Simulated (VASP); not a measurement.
# Ti (P6_3/mmc) in VASP: notebook

Ti is run at these levels: r2SCAN; tasks: single point.

Program: VASP 6.6.1. These are calculated values, not measurements. Logs are shortened: lines on timing, memory, paths and dates and some standing lists are left out, and cuts for length are marked.

## 1. The cell of the first run

It takes space group P6_3/mmc (No. 194, hexagonal). Conventional cell: a = 2.905 Å, b = 2.905 Å, c = 4.590 Å, α = 90.00°, β = 90.00°, γ = 120.00°. Ti (site symmetry -6m2) has 12 Ti at 2.84 to 2.90 Å within 3.7 Å.

## 2. Single point, r2SCAN

POSCAR reads:

```
Ti
1.0
    2.9048067346      0.0000000000      0.0000000000
   -1.4524033673      2.5156364252      0.0000000000
    0.0000000000      0.0000000000      4.5900907460
Ti
2
Direct
    0.3333333333      0.6666666667      0.2500000000
    0.6666666667      0.3333333333      0.7500000000
```

INCAR.step1 reads:

```
  PREC = Accurate
  ENCUT = 520
  ISMEAR = -1
  SIGMA = 0.1
  LREAL = False
  LASPH = True
  NELM = 100
  NBANDS = 19
  GGA = PE
  ALGO = Normal
  EDIFF = 1E-4
  LWAVE = True
  LCHARG = False
```

INCAR.step2 reads:

```
  PREC = Accurate
  ENCUT = 520
  EDIFF = 1E-7
  ISMEAR = -1
  SIGMA = 0.1
  LREAL = False
  LASPH = True
  NELM = 100
  ALGO = Normal
  ISIF = 2
  LWAVE = False
  LCHARG = True
  METAGGA = R2SCAN
  LMIXTAU = True
  LELF = True
  LVHAR = True
  NBANDS = 19
  ISTART = 1
```

KPOINTS reads:

```
regular mesh
0
Gamma
  18 18 10
```

Potentials or basis: VASP PAW PBE potentials, release 64 (Ti_sv).

The run is started by

```sh
> cat potpaw_PBE.64/Ti_sv/POTCAR > POTCAR
> cp INCAR.step1 INCAR
> mpirun -np 1 vasp_std > vasp.out
> cp INCAR.step2 INCAR
> mpirun -np 1 vasp_std > vasp.out
```

OUTCAR:

```text
PREC = Accurate
   ENCUT = 520
   EDIFF = 1E-7
   ISMEAR = -1
   LREAL = False
   LASPH = True
   NELM = 100
   ISIF = 2
   METAGGA = R2SCAN
   ISTART = 1

 ion  position               nearest neighbor table
   1  0.333  0.667  0.250-   2 2.84   2 2.84   2 2.84   2 2.84   2 2.84   2 2.84
   2  0.667  0.333  0.750-   1 2.84   1 2.84   1 2.84   1 2.84   1 2.84   1 2.84

  LATTYP: Found a hexagonal cell.
 ALAT       =     2.9048067346
 C/A-ratio  =     1.5801707877

  Lattice vectors:

 A1 = (   2.9048067346,   0.0000000000,   0.0000000000)
 A2 = (  -1.4524033673,   2.5156364252,   0.0000000000)
 A3 = (   0.0000000000,   0.0000000000,   4.5900907460)

Analysis of symmetry for initial positions (statically):
=====================================================================
 Subroutine PRICEL returns:
 Original cell was already a primitive cell.

 Routine SETGRP: Setting up the symmetry group for a
 hexagonal supercell.

 Subroutine GETGRP returns: Found 24 space group operations
 (whereof 12 operations were pure point group operations)
 out of a pool of 24 trial point group operations.

The static configuration has the point symmetry D_3d.
 The point group associated with its full space group is D_6h.

Analysis of symmetry for dynamics (positions and initial velocities):
=====================================================================
 Subroutine PRICEL returns:
 Original cell was already a primitive cell.

 Routine SETGRP: Setting up the symmetry group for a
 hexagonal supercell.

 Subroutine GETGRP returns: Found 24 space group operations
 (whereof 12 operations were pure point group operations)
 out of a pool of 24 trial point group operations.

The dynamic configuration has the point symmetry D_3d.
 The point group associated with its full space group is D_6h.

 Subroutine INISYM returns: Found 24 space group operations
 (whereof 12 operations are pure point group operations),
 and found     1 'primitive' translations

----------------------------------------------------------------------------------------

                                     Primitive cell

  volume of cell :      33.5418

  direct lattice vectors                    reciprocal lattice vectors
     2.904806735  0.000000000  0.000000000     0.344256982  0.198756861  0.000000000
    -1.452403367  2.515636425  0.000000000     0.000000000  0.397513723  0.000000000
     0.000000000  0.000000000  4.590090746     0.000000000  0.000000000  0.217860617

  length of vectors
     2.904806735  2.904806735  4.590090746     0.397513723  0.397513723  0.217860617

  position of ions in fractional coordinates (direct lattice)
     0.333333333  0.666666667  0.250000000
     0.666666667  0.333333333  0.750000000

  ion indices of the primitive-cell ions
   primitive index   ion index
                 1           1
                 2           2

----------------------------------------------------------------------------------------

 KPOINTS: regular mesh

Automatic generation of k-mesh.
 Grid dimensions read from file:
 generate k-points for:   18   18   10

 Generating k-lattice:

  Cartesian coordinates                     Fractional coordinates (reciprocal lattice)
     0.019125388  0.011042048  0.000000000     0.055555556  0.000000000  0.000000000
     0.000000000  0.022084096  0.000000000     0.000000000  0.055555556  0.000000000
     0.000000000  0.000000000  0.021786062     0.000000000  0.000000000  0.100000000

  Length of vectors
     0.022084096  0.022084096  0.021786062

  Shift w.r.t. Gamma in fractional coordinates (k-lattice)
     0.000000000  0.000000000  0.000000000

 Subroutine IBZKPT returns following result:
 ===========================================

 Found    222 irreducible k-points:

 Following reciprocal coordinates:
            Coordinates               Weight
  0.000000  0.000000  0.000000      1.000000
  0.055556  0.000000  0.000000      6.000000
  0.111111  0.000000  0.000000      6.000000
  0.166667  0.000000  0.000000      6.000000
  0.222222  0.000000  0.000000      6.000000
  0.277778  0.000000  0.000000      6.000000
[... 16 lines left out ...]
  0.333333  0.111111  0.000000     12.000000
  0.388889  0.111111  0.000000     12.000000
 [... further k-points ...]
   k-points           NKPTS =    222   k-points in BZ     NKDIM =    222   number of bands    NBANDS=     19
   number of dos      NEDOS =    301   number of ions     NIONS =      2
   total plane-waves  NPLWV =  20736
   dimension x,y,z NGX =    24 NGY =   24 NGZ =   36
   dimension x,y,z NGXF=    48 NGYF=   48 NGZF=   72
   ions per type =               2
   NGX,Y,Z   is equivalent  to a cutoff of  13.74, 13.74, 13.04 a.u.
   NGXF,Y,Z  is equivalent  to a cutoff of  27.47, 27.47, 26.08 a.u.
 SYSTEM =  unknown system
   PREC   = accura    normal or accurate (medium, high low for compatibility)
   ISTART =      1    job   : 0-new  1-cont  2-samecut
   ICHARG =      0    charge: 1-file 2-atom 10-const
   ISPIN  =      1    spin polarized calculation?
   LNONCOLLINEAR =      F non collinear calculations
   LSORBIT =      F    spin-orbit coupling
   LASPH  =      T    aspherical Exc in radial PAW
   ENCUT  =  520.0 eV  38.22 Ry    6.18 a.u.   5.40  5.40  8.53*2*pi/ulx,y,z
   NELM   =    100;   NELMIN=  2; NELMDL=  0     # of ELM steps
   EDIFF  = 0.1E-06   stopping-criterion for ELM
   LREAL  =      F    real-space projection
   EDIFFG = 0.1E-05   stopping-criterion for IOM
   NSW    =      0    number of steps for IOM
   IBRION =     -1    ionic relax: 0-MD 1-quasi-New 2-CG
   NFREE  =      0    steps in history (QN), initial steepest desc. (CG)
   ISIF   =      2    stress and relaxation
   ISYM   =      2    0-nonsym 1-usesym 2-fastsym
   POTIM  = 0.5000    time-step for ionic-motion
   TEBEG  =    0.0;   TEEND  =   0.0 temperature during run
   PSTRESS=    0.0 pullay stress
   NELECT =      24.0000    total number of electrons
   NUPDOWN=      -1.0000    fix difference up-down
   EMIN   =  10.00;   EMAX   =-10.00  energy-range for DOS
   EFERMI =   0.00;   METHOD = LEGACY
   ISMEAR =    -1;   SIGMA  =   0.10  broadening in eV -4-tet -1-fermi 0-gaus
   EFERMI_NEDOS =   21; number of points for ismear=-14 and -15
   IALGO  =     38    algorithm
   IMIX   =      4    mixing-type and parameters
     AMIX     =   0.40;   BMIX     =  1.00
     AMIX_MAG =   1.60;   BMIX_MAG =  1.00
  volume/ion in A,a.u.               =      16.77       113.18
  Fermi-wavevector in a.u.,A,eV,Ry     =   1.464254  2.767039 29.171436  2.144040
  Thomas-Fermi vector in A             =   2.580252
   LORBIT       =      0    0 simple, 1 ext, 2 COOP (PROOUT), +10 PAW based schemes
   METAGGA = R2SCAN    functional components
   LHFCALC =     F    Hartree Fock is set to
   AEXX    =    0.0000 exact exchange contribution
   IVDW    =     0    specifies the selected vdW correction
   LEPSILON=     F    determine dielectric tensor
   LRPA    =     F    only Hartree local field effects (RPA)
 non-spin polarized calculation
  energy-cutoff  :      520.00
  volume of cell :       33.54
 maximum number of plane-waves:       935
 NGX is ok and might be reduce to    24
   NGX = 11   NGY = 11   NGZ = 17

 number of electron      23.9999998 magnetization

 Free energy of the ion-electron system (eV)
  ---------------------------------------------------
  ext. energy  EPLUGINS =         0.00000000
  ---------------------------------------------------
  free energy    TOTEN  =       -25.91460108 eV

  energy without entropy =      -25.85226146  energy(sigma->0) =      -25.88343127

 E-fermi :   8.7609     XC(G=0): -12.5768

 val. band max:        8.7601595988   @ k =   0.1111   0.0000   0.1000
 cond. band min:       8.7660843558   @ k =   0.2222   0.2222   0.5000
 fundamental gap:      0.0059247570
 Fermi energy:         8.7608778724

 k-point     1 :       0.0000    0.0000    0.0000
  band No.  band energies     occupation
      1     -50.3902      2.00000
      2     -50.2236      2.00000
      3     -25.9954      2.00000
      4     -25.2561      2.00000
      5     -25.2560      2.00000
      6     -25.1671      2.00000
[... 11 lines left out ...]
     18      10.6641      0.00000
     19      12.3065      0.00000

 k-point     2 :       0.0556    0.0000    0.0000
  band No.  band energies     occupation
      1     -50.3865      2.00000
      2     -50.2222      2.00000
      3     -25.9874      2.00000
      4     -25.2724      2.00000
      5     -25.2616      2.00000
      6     -25.1705      2.00000
[... 11 lines left out ...]
     18      10.6085      0.00000
     19      12.3371      0.00000

 k-point     3 :       0.1111    0.0000    0.0000
  band No.  band energies     occupation
      1     -50.3758      2.00000
      2     -50.2180      2.00000
      3     -25.9639      2.00000
      4     -25.3196      2.00000
      5     -25.2771      2.00000
      6     -25.2065      2.00000
[... 11 lines left out ...]
     18      10.4604      0.00000
     19      12.4137      0.00000

 k-point     4 :       0.1667    0.0000    0.0000
  band No.  band energies     occupation
      1     -50.3590      2.00000
      2     -50.2120      2.00000
      3     -25.9264      2.00000
      4     -25.3924      2.00000
      5     -25.3002      2.00000
      6     -25.2794      2.00000
[... 11 lines left out ...]
     18      10.7348      0.00000
     19      12.5066      0.00000

 k-point     5 :       0.2222    0.0000    0.0000
  band No.  band energies     occupation
      1     -50.3378      2.00000
      2     -50.2053      2.00000
      3     -25.8773      2.00000
      4     -25.4825      2.00000
      5     -25.3666      2.00000
      6     -25.3277      2.00000
[... 11 lines left out ...]
     18      11.0909      0.00000
     19      12.5941      0.00000

 k-point     6 :       0.2778    0.0000    0.0000
  band No.  band energies     occupation
      1     -50.3142      2.00000
      2     -50.1991      2.00000
      3     -25.8200      2.00000
      4     -25.5790      2.00000
      5     -25.4567      2.00000
      6     -25.3561      2.00000
[... 11 lines left out ...]
     18      11.4970      0.00000
     19      12.6654      0.00000

 k-point     7 :       0.3333    0.0000    0.0000
  band No.  band energies     occupation
      1     -50.2904      2.00000
      2     -50.1947      2.00000
      3     -25.7591      2.00000
      4     -25.6700      2.00000
      5     -25.5393      2.00000
      6     -25.3822      2.00000
[... 11 lines left out ...]
     18      11.9147      0.00000
     19      12.7178      0.00000

 k-point     8 :       0.3889    0.0000    0.0000
  band No.  band energies     occupation
      1     -50.2693      2.00000
      2     -50.1928      2.00000
      3     -25.7443      2.00000
      4     -25.7005      2.00000
      5     -25.6053      2.00000
      6     -25.4031      2.00000
[... 256 lines left out ...]
 k-point    20 :       0.1667    0.1111    0.0000
  band No.  band energies     occupation
      1     -50.3293      2.00000
      2     -50.2029      2.00000
      3     -25.8571      2.00000
      4     -25.4872      2.00000
      5     -25.4392      2.00000
      6     -25.3094      2.00000
[... 11 lines left out ...]
     18      11.3897      0.00000
     19      12.5638      0.00000

 k-point    21 :       0.2222    0.1111    0.0000
  band No.  band energies     occupation
      1     -50.3067      2.00000
      2     -50.1974      2.00000
      3     -25.8013      2.00000
      4     -25.5749      2.00000
      5     -25.5036      2.00000
      6     -25.3526      2.00000
[... 11 lines left out ...]
     18      11.8563      0.00000
     19      12.6094      0.00000

 k-point    22 :       0.2778    0.1111    0.0000
  band No.  band energies     occupation
      1     -50.2839      2.00000
      2     -50.1938      2.00000
      3     -25.7416      2.00000
      4     -25.6599      2.00000
      5     -25.5600      2.00000
      6     -25.3940      2.00000
[... 11 lines left out ...]
     18      12.3577      0.00000
     19      12.6445      0.00000

 k-point    23 :       0.3333    0.1111    0.0000
  band No.  band energies     occupation
      1     -50.2634      2.00000
      2     -50.1927      2.00000
      3     -25.7293      2.00000
      4     -25.6836      2.00000
      5     -25.6053      2.00000
      6     -25.4275      2.00000
[... 11 lines left out ...]
     18      12.6680      0.00000
     19      12.8725      0.00000

 k-point    24 :       0.3889    0.1111    0.0000
  band No.  band energies     occupation
      1     -50.2482      2.00000
      2     -50.1937      2.00000
      3     -25.7744      2.00000
      4     -25.6368      2.00000
      5     -25.6348      2.00000
      6     -25.4490      2.00000
[... 11 lines left out ...]
     18      12.6810      0.00000
     19      13.3821      0.00000

 [... further k-points ...]
[... 5 lines left out ...]
  --------------------------------------------------------------------------------------
  -------------------------------------------------------------------------------------
  Total        0.9225703      0.9225703      0.9208292     -0.0000000      0.0000000      0.0000000
  in kB       44.0680333     44.0680333     43.9848645     -0.0000000      0.0000000      0.0000000
  external PRESSURE =      44.0403104 kB  Pullay stress =       0.0000000 kB

 VOLUME and BASIS-vectors are now :
 -----------------------------------------------------------------------------
  energy-cutoff  :      520.00
  volume of cell :       33.54
      direct lattice vectors                 reciprocal lattice vectors
     2.904806735  0.000000000  0.000000000     0.344256982  0.198756861  0.000000000
    -1.452403367  2.515636425  0.000000000     0.000000000  0.397513723  0.000000000
     0.000000000  0.000000000  4.590090746     0.000000000  0.000000000  0.217860617

 POSITION                                       TOTAL-FORCE (eV/Angst)
 -----------------------------------------------------------------------------------
     -0.00000      1.67709      1.14752         0.000000     -0.000000      0.000000
      1.45240      0.83855      3.44257        -0.000000      0.000000      0.000000
 -----------------------------------------------------------------------------------
    total drift:                               -0.000000      0.000000     -0.000000

  FREE ENERGIE OF THE ION-ELECTRON SYSTEM (eV)
  ---------------------------------------------------
  free  energy   TOTEN  =       -25.9146010795 eV

  energy  without entropy=      -25.8522614630  energy(sigma->0) =      -25.88343127
```

Run time: 3.7 min. Hardware: 1 thread of Intel Xeon 6975P-C (Granite Rapids), shared host; peak memory 0.25 GiB.

Results:

```yaml
Free_energy: -25.9146 eV
Pressure: 4.4 GPa
Band_gap_on_the_k_mesh: zero (bands 12 and 13 overlap by 1.26 eV)
```

Caveat: the cell stands under pressure; the PAW data sets were made with another functional, which shifts forces and pressure a little.

## 3. Single point, r2SCAN

This run uses another cell than the first one, of 17.04 Å³/atom.

POSCAR reads:

```
Ti
1.0
    2.9199835602      0.0000000000      0.0000000000
   -1.4599917801      2.5287799418      0.0000000000
    0.0000000000      0.0000000000      4.6150933446
Ti
2
Direct
    0.3333333333      0.6666666667      0.2500000000
    0.6666666667      0.3333333333      0.7500000000
```

INCAR.step1 reads:

```
ALGO = Normal
EDIFF = 1E-4
ENCUT = 520
GGA = PE
ISMEAR = -1
LASPH = True
LCHARG = False
LREAL = False
LWAVE = True
NBANDS = 19
NELM = 100
PREC = Accurate
SIGMA = 0.1
```

INCAR.step2 reads:

```
ALGO = Normal
EDIFF = 1E-6
ENCUT = 520
ISIF = 2
ISMEAR = -1
ISTART = 1
LASPH = True
LCHARG = False
LMIXTAU = True
LREAL = False
LWAVE = False
METAGGA = R2SCAN
NBANDS = 19
NELM = 100
PREC = Accurate
SIGMA = 0.1
```

KPOINTS reads:

```
k-points
0
Gamma
  18 18 10
```

Potentials or basis: VASP PAW PBE potentials, release 64 (Ti_sv).

The run is started by

```sh
> cat potpaw_PBE.64/Ti_sv/POTCAR > POTCAR
> cp INCAR.step1 INCAR
> mpirun -np 1 vasp_std > vasp.out
> cp INCAR.step2 INCAR
> mpirun -np 1 vasp_std > vasp.out
```

OUTCAR:

```text
EDIFF = 1E-6
   ENCUT = 520
   ISIF = 2
   ISMEAR = -1
   ISTART = 1
   LASPH = True
   LREAL = False
   METAGGA = R2SCAN
   NELM = 100
   PREC = Accurate

 ion  position               nearest neighbor table
   1  0.333  0.667  0.250-   2 2.86   2 2.86   2 2.86   2 2.86   2 2.86   2 2.86
   2  0.667  0.333  0.750-   1 2.86   1 2.86   1 2.86   1 2.86   1 2.86   1 2.86

  LATTYP: Found a hexagonal cell.
 ALAT       =     2.9199835602
 C/A-ratio  =     1.5805203178

  Lattice vectors:

 A1 = (   2.9199835602,   0.0000000000,   0.0000000000)
 A2 = (  -1.4599917801,   2.5287799418,   0.0000000000)
[... 191 lines left out ...]
      5     -25.4727      2.00000
      6     -25.3897      2.00000
[... 505 lines left out ...]
      6     -25.6561      2.00000
[... 11 lines left out ...]
     18      12.4326      0.00000
     19      13.1155      0.00000

 [... further k-points ...]
[... 5 lines left out ...]
  --------------------------------------------------------------------------------------
  -------------------------------------------------------------------------------------
  Total        0.5043305      0.5043305      0.4998771     -0.0000000     -0.0000000      0.0000000
  in kB       23.7112211     23.7112211     23.5018408     -0.0000000     -0.0000000      0.0000000
  external PRESSURE =      23.6414277 kB  Pullay stress =       0.0000000 kB

 VOLUME and BASIS-vectors are now :
 -----------------------------------------------------------------------------
  energy-cutoff  :      520.00
  volume of cell :       34.08
      direct lattice vectors                 reciprocal lattice vectors
     2.919983560  0.000000000  0.000000000     0.342467682  0.197723808  0.000000000
    -1.459991780  2.528779942  0.000000000     0.000000000  0.395447616  0.000000000
     0.000000000  0.000000000  4.615093345     0.000000000  0.000000000  0.216680341

 POSITION                                       TOTAL-FORCE (eV/Angst)
 -----------------------------------------------------------------------------------
     -0.00000      1.68585      1.15377         0.000000      0.000000      0.000000
      1.45999      0.84293      3.46132        -0.000000      0.000000      0.000000
 -----------------------------------------------------------------------------------
    total drift:                               -0.000000      0.000000     -0.000000

  FREE ENERGIE OF THE ION-ELECTRON SYSTEM (eV)
  ---------------------------------------------------
  free  energy   TOTEN  =       -25.9262644414 eV

  energy  without entropy=      -25.8627501527  energy(sigma->0) =      -25.89450730
```

OUTCAR.step1:

```text
EDIFF = 1E-4
   ENCUT = 520
   GGA = PE
   ISMEAR = -1
   LASPH = True
[... 752 lines left out ...]
     -0.00000      1.68585      1.15377        -0.000000     -0.000000      0.000000
      1.45999      0.84293      3.46132         0.000000      0.000000      0.000000
 -----------------------------------------------------------------------------------
    total drift:                               -0.000000      0.000000     -0.000000

  FREE ENERGIE OF THE ION-ELECTRON SYSTEM (eV)
  ---------------------------------------------------
  free  energy   TOTEN  =       -15.7032640396 eV

  energy  without entropy=      -15.6280844438  energy(sigma->0) =      -15.66567424
```

Run time: 3 min. Hardware: 1 thread of Intel Xeon 6975P-C (Granite Rapids), shared host; peak memory 0.25 GiB.

Results:

| Item | Value |
| --- | --- |
| Free energy | -25.9263 eV |
| Pressure | 2.4 GPa |
| Band gap on the k mesh | zero (bands 12 and 13 overlap by 1.25 eV) |

Caveat: the PAW data sets were made with another functional, which shifts forces and pressure a little.
